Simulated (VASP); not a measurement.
# TaGe3Ru (Pm-3m) in VASP: single point with PBE

Aim: the single point of TaGe3Ru with PBE.

All numbers are computed with VASP 6.6.1; they aren't measurements. Logs are shortened: lines on timing, memory, paths and dates and some standing lists are left out, and cuts for length are marked.

## Step 1: The cell of the first run

It takes space group Pm-3m (No. 221, cubic). Conventional cell: a = 4.952 Å, b = 4.952 Å, c = 4.952 Å, α = 90.00°, β = 90.00°, γ = 90.00°. Within 3.3 Å of Ta (site symmetry m-3m) lie 6 Ge at 2.48 Å. Within 3.3 Å of Ge (site symmetry 4/mmm) lie 2 Ta at 2.48 Å. Ru (site symmetry m-3m) has 12 Ge at 3.50 Å and 8 Ta at 4.29 Å within 4.6 Å.

The cell was generated, and may not be a known phase.

## Step 2: Single point, PBE, collinear spin, ferromagnetic start

INCAR reads:

```
SYSTEM = TaGe3Ru
ALGO = Normal ; EDIFF = 1E-6
ENCUT = 500 ; GGA = PE
GGA_COMPAT = .FALSE. ; ISIF = 2
ISMEAR = 0 ; ISPIN = 2
LASPH = .TRUE. ; LCHARG = .FALSE.
LMAXMIX = 4 ; LORBIT = 11
LREAL = .FALSE. ; LWAVE = .FALSE.
MAGMOM = 0.16 0 0 0 2.78 ; NBANDS = 46
NELM = 200 ; PREC = Accurate
SIGMA = 0.1
```

KPOINTS reads:

```
k-points
0
G
  8 8 8
  0 0 0
```

POSCAR reads:

```
TaGe3Ru
1.0
    4.9520367453      0.0000000000      0.0000000000
    0.0000000000      4.9520367453      0.0000000000
    0.0000000000      0.0000000000      4.9520367453
Ta Ge Ru
1 3 1
Direct
    0.0000000000      0.0000000000      0.0000000000
    0.5000000000      0.0000000000      0.0000000000
    0.0000000000      0.5000000000      0.0000000000
    0.0000000000      0.0000000000      0.5000000000
    0.5000000000      0.5000000000      0.5000000000
```

Potentials or basis: VASP PAW PBE potentials, release 64 (Ta_pv, Ge_d, Ru_pv).

Command:

```sh
> cat potpaw_PBE.64/Ta_pv/POTCAR potpaw_PBE.64/Ge_d/POTCAR potpaw_PBE.64/Ru_pv/POTCAR > POTCAR
> mpirun -np 1 vasp_std > vasp.out
```

OUTCAR:

```text
SYSTEM = TaGe3Ru
   EDIFF = 1E-6
   ENCUT = 500
   GGA = PE
   ISIF = 2
   ISMEAR = 0
   ISPIN = 2
   LASPH = .TRUE.
   LORBIT = 11
   LREAL = .FALSE.
   NELM = 200
   PREC = Accurate

 ion  position               nearest neighbor table
   1  0.000  0.000  0.000-   2 2.48   3 2.48   4 2.48   4 2.48   3 2.48   2 2.48
   2  0.500  0.000  0.000-   1 2.48   1 2.48
   3  0.000  0.500  0.000-   1 2.48   1 2.48
   4  0.000  0.000  0.500-   1 2.48   1 2.48
   5  0.500  0.500  0.500-

  LATTYP: Found a simple cubic cell.
 ALAT       =     4.9520367453

  Lattice vectors:

 A1 = (   4.9520367453,   0.0000000000,   0.0000000000)
 A2 = (   0.0000000000,   4.9520367453,   0.0000000000)
 A3 = (   0.0000000000,   0.0000000000,   4.9520367453)

Analysis of symmetry for initial positions (statically):
=====================================================================
 Subroutine PRICEL returns:
 Original cell was already a primitive cell.

 Routine SETGRP: Setting up the symmetry group for a
 simple cubic supercell.

 Subroutine GETGRP returns: Found 48 space group operations
 (whereof 48 operations were pure point group operations)
 out of a pool of 48 trial point group operations.

The static configuration has the point symmetry O_h .

Analysis of symmetry for dynamics (positions and initial velocities):
=====================================================================
 Subroutine PRICEL returns:
 Original cell was already a primitive cell.

 Routine SETGRP: Setting up the symmetry group for a
 simple cubic supercell.

 Subroutine GETGRP returns: Found 48 space group operations
 (whereof 48 operations were pure point group operations)
 out of a pool of 48 trial point group operations.

The dynamic configuration has the point symmetry O_h .

Analysis of structural, dynamic, and magnetic symmetry:
=====================================================================
 Subroutine PRICEL returns:
 Original cell was already a primitive cell.

 Routine SETGRP: Setting up the symmetry group for a
 simple cubic supercell.

 Subroutine GETGRP returns: Found 48 space group operations
 (whereof 48 operations were pure point group operations)
 out of a pool of 48 trial point group operations.

The overall configuration has the point symmetry O_h .

 Subroutine INISYM returns: Found 48 space group operations
 (whereof 48 operations are pure point group operations),
 and found     1 'primitive' translations

----------------------------------------------------------------------------------------

                                     Primitive cell

  volume of cell :     121.4372

  direct lattice vectors                    reciprocal lattice vectors
     4.952036745  0.000000000  0.000000000     0.201937112  0.000000000  0.000000000
     0.000000000  4.952036745  0.000000000     0.000000000  0.201937112  0.000000000
     0.000000000  0.000000000  4.952036745     0.000000000  0.000000000  0.201937112

  length of vectors
     4.952036745  4.952036745  4.952036745     0.201937112  0.201937112  0.201937112

  position of ions in fractional coordinates (direct lattice)
     0.000000000  0.000000000  0.000000000
     0.500000000  0.000000000  0.000000000
     0.000000000  0.500000000  0.000000000
     0.000000000  0.000000000  0.500000000
     0.500000000  0.500000000  0.500000000

  ion indices of the primitive-cell ions
   primitive index   ion index
                 1           1
                 2           2
                 3           3
                 4           4
                 5           5

----------------------------------------------------------------------------------------

 KPOINTS: k-points

Automatic generation of k-mesh.
 Grid dimensions read from file:
 generate k-points for:    8    8    8

 Generating k-lattice:

  Cartesian coordinates                     Fractional coordinates (reciprocal lattice)
     0.025242139  0.000000000  0.000000000     0.125000000  0.000000000  0.000000000
     0.000000000  0.025242139  0.000000000     0.000000000  0.125000000  0.000000000
     0.000000000  0.000000000  0.025242139     0.000000000  0.000000000  0.125000000

  Length of vectors
     0.025242139  0.025242139  0.025242139

  Shift w.r.t. Gamma in fractional coordinates (k-lattice)
     0.000000000  0.000000000  0.000000000

 Subroutine IBZKPT returns following result:
 ===========================================

 Found     35 irreducible k-points:

 Following reciprocal coordinates:
            Coordinates               Weight
  0.000000  0.000000  0.000000      1.000000
  0.125000  0.000000  0.000000      6.000000
  0.250000  0.000000  0.000000      6.000000
  0.375000  0.000000  0.000000      6.000000
  0.500000  0.000000  0.000000      3.000000
  0.125000  0.125000  0.000000     12.000000
[... 16 lines left out ...]
  0.375000  0.375000  0.125000     24.000000
  0.500000  0.375000  0.125000     24.000000
 [... further k-points ...]
   k-points           NKPTS =     35   k-points in BZ     NKDIM =     35   number of bands    NBANDS=     46
   number of dos      NEDOS =    301   number of ions     NIONS =      5
   total plane-waves  NPLWV =  46656
   dimension x,y,z NGX =    36 NGY =   36 NGZ =   36
   dimension x,y,z NGXF=    72 NGYF=   72 NGZF=   72
   ions per type =               1   3   1
   NGX,Y,Z   is equivalent  to a cutoff of  12.09, 12.09, 12.09 a.u.
   NGXF,Y,Z  is equivalent  to a cutoff of  24.17, 24.17, 24.17 a.u.
 SYSTEM =  TaGe3Ru
   PREC   = accura    normal or accurate (medium, high low for compatibility)
   ISTART =      0    job   : 0-new  1-cont  2-samecut
   ICHARG =      2    charge: 1-file 2-atom 10-const
   ISPIN  =      2    spin polarized calculation?
   LNONCOLLINEAR =      F non collinear calculations
   LSORBIT =      F    spin-orbit coupling
   LASPH  =      T    aspherical Exc in radial PAW
   ENCUT  =  500.0 eV  36.75 Ry    6.06 a.u.   9.03  9.03  9.03*2*pi/ulx,y,z
   NELM   =    200;   NELMIN=  2; NELMDL= -5     # of ELM steps
   EDIFF  = 0.1E-05   stopping-criterion for ELM
   LREAL  =      F    real-space projection
   EDIFFG = 0.1E-04   stopping-criterion for IOM
   NSW    =      0    number of steps for IOM
   IBRION =     -1    ionic relax: 0-MD 1-quasi-New 2-CG
   NFREE  =      0    steps in history (QN), initial steepest desc. (CG)
   ISIF   =      2    stress and relaxation
   ISYM   =      2    0-nonsym 1-usesym 2-fastsym
   POTIM  = 0.5000    time-step for ionic-motion
   TEBEG  =    0.0;   TEEND  =   0.0 temperature during run
   PSTRESS=    0.0 pullay stress
   NELECT =      67.0000    total number of electrons
   NUPDOWN=      -1.0000    fix difference up-down
   EMIN   =  10.00;   EMAX   =-10.00  energy-range for DOS
   EFERMI =   0.00;   METHOD = LEGACY
   ISMEAR =     0;   SIGMA  =   0.10  broadening in eV -4-tet -1-fermi 0-gaus
   EFERMI_NEDOS =   21; number of points for ismear=-14 and -15
   IALGO  =     38    algorithm
   IMIX   =      4    mixing-type and parameters
     AMIX     =   0.40;   BMIX     =  1.00
     AMIX_MAG =   1.60;   BMIX_MAG =  1.00
  volume/ion in A,a.u.               =      24.29       163.90
  Fermi-wavevector in a.u.,A,eV,Ry     =   1.342711  2.537356 24.529577  1.802873
  Thomas-Fermi vector in A             =   2.470843
   LORBIT       =     11    0 simple, 1 ext, 2 COOP (PROOUT), +10 PAW based schemes
   GGA     = PE    functional components
   LHFCALC =     F    Hartree Fock is set to
   AEXX    =    0.0000 exact exchange contribution
   IVDW    =     0    specifies the selected vdW correction
   LEPSILON=     F    determine dielectric tensor
   LRPA    =     F    only Hartree local field effects (RPA)
 spin polarized calculation
 Gauss-broadening in eV      SIGMA  =   0.10
  energy-cutoff  :      500.00
  volume of cell :      121.44
 maximum number of plane-waves:      3136
   NGX = 19   NGY = 19   NGZ = 19

 number of electron      67.0000084 magnetization       2.9870311

 Free energy of the ion-electron system (eV)
  ---------------------------------------------------
  ext. energy  EPLUGINS =         0.00000000
  ---------------------------------------------------
  free energy    TOTEN  =       -28.68924915 eV

  energy without entropy =      -28.67095128  energy(sigma->0) =      -28.68010022

 E-fermi :   4.2033     XC(G=0): -10.1655

 val. band max:        4.2022972911   @ k =   0.5000   0.3750   0.0000
 cond. band min:       4.2071862103   @ k =   0.3750   0.2500   0.0000
 fundamental gap:      0.0048889191
 Fermi energy:         4.2032847044

 spin component 1

 k-point     1 :       0.0000    0.0000    0.0000
  band No.  band energies     occupation
      1     -38.7705      1.00000
      2     -38.7705      1.00000
      3     -38.7705      1.00000
      4     -29.8620      1.00000
      5     -29.8620      1.00000
      6     -29.8620      1.00000
[... 1141 lines left out ...]
     44      10.2424      0.00000
     45      11.2482      0.00000

 [... further k-points ...]

 spin component 2

 k-point     1 :       0.0000    0.0000    0.0000
  band No.  band energies     occupation
      1     -36.9745      1.00000
      2     -36.9744      1.00000
      3     -36.9743      1.00000
      4     -29.7455      1.00000
      5     -29.7455      1.00000
      6     -29.7455      1.00000
[... 1141 lines left out ...]
     44      10.6404      0.00000
     45      11.4171      0.00000

 [... further k-points ...]

 [bands above 45 left out]

------------------------ aborting loop because EDIFF is reached ----------------------------------------

  FORCE on cell =-STRESS in cart. coord.  units (eV):
  Direction    XX          YY          ZZ          XY          YZ          ZX
  --------------------------------------------------------------------------------------
  -------------------------------------------------------------------------------------
  Total       -0.0043657     -0.0043657     -0.0043657     -0.0000000     -0.0000000     -0.0000000
  in kB       -0.0575981     -0.0575981     -0.0575981     -0.0000000     -0.0000000     -0.0000000
  external PRESSURE =      -0.0575981 kB  Pullay stress =       0.0000000 kB

 VOLUME and BASIS-vectors are now :
 -----------------------------------------------------------------------------
  energy-cutoff  :      500.00
  volume of cell :      121.44
      direct lattice vectors                 reciprocal lattice vectors
     4.952036745  0.000000000  0.000000000     0.201937112  0.000000000  0.000000000
     0.000000000  4.952036745  0.000000000     0.000000000  0.201937112  0.000000000
     0.000000000  0.000000000  4.952036745     0.000000000  0.000000000  0.201937112

 POSITION                                       TOTAL-FORCE (eV/Angst)
 -----------------------------------------------------------------------------------
      0.00000      0.00000      0.00000         0.000000      0.000000      0.000000
      2.47602      0.00000      0.00000         0.000000      0.000000      0.000000
      0.00000      2.47602      0.00000         0.000000      0.000000      0.000000
      0.00000      0.00000      2.47602         0.000000      0.000000      0.000000
      2.47602      2.47602      2.47602         0.000000      0.000000      0.000000
 -----------------------------------------------------------------------------------
    total drift:                                0.000000      0.000000     -0.000000

  FREE ENERGIE OF THE ION-ELECTRON SYSTEM (eV)
  ---------------------------------------------------
  free  energy   TOTEN  =       -28.6892491530 eV

  energy  without entropy=      -28.6709512800  energy(sigma->0) =      -28.68010022

 total charge

# of ion       s       p       d       tot
------------------------------------------
    1        0.363   6.217   2.543   9.124
    2        1.222   1.061  10.011  12.294
    3        1.222   1.061  10.011  12.294
    4        1.222   1.061  10.011  12.294
    5        0.148   6.010   6.014  12.172
--------------------------------------------------
tot          4.176  15.411  38.591  58.177

 magnetization (x)

# of ion       s       p       d       tot
------------------------------------------
    1        0.008   0.031   0.166   0.204
    2        0.009   0.025   0.004   0.038
    3        0.009   0.025   0.004   0.038
    4        0.009   0.025   0.004   0.038
    5        0.028   0.010   2.314   2.352
--------------------------------------------------
tot          0.063   0.116   2.492   2.672
```

It took 6.8 min on 1 thread of Oxide Virtual Turin-like, shared host; peak memory 0.4 GiB.

What came out:

* Free energy: -28.6892 eV
* Pressure: 0.0 GPa
* Band gap on the k mesh: zero (filled and empty bands overlap)
* Net moment: 2.99 μB per cell
* Site moments: Ta +0.20; Ge +0.04; Ru +2.35 μB
* Valence electrons inside the program's atomic spheres: Ta 9.12; Ge 12.29; Ru 12.17

Caveat: spin-orbit coupling is left out, which moves the levels of the heavy elements.
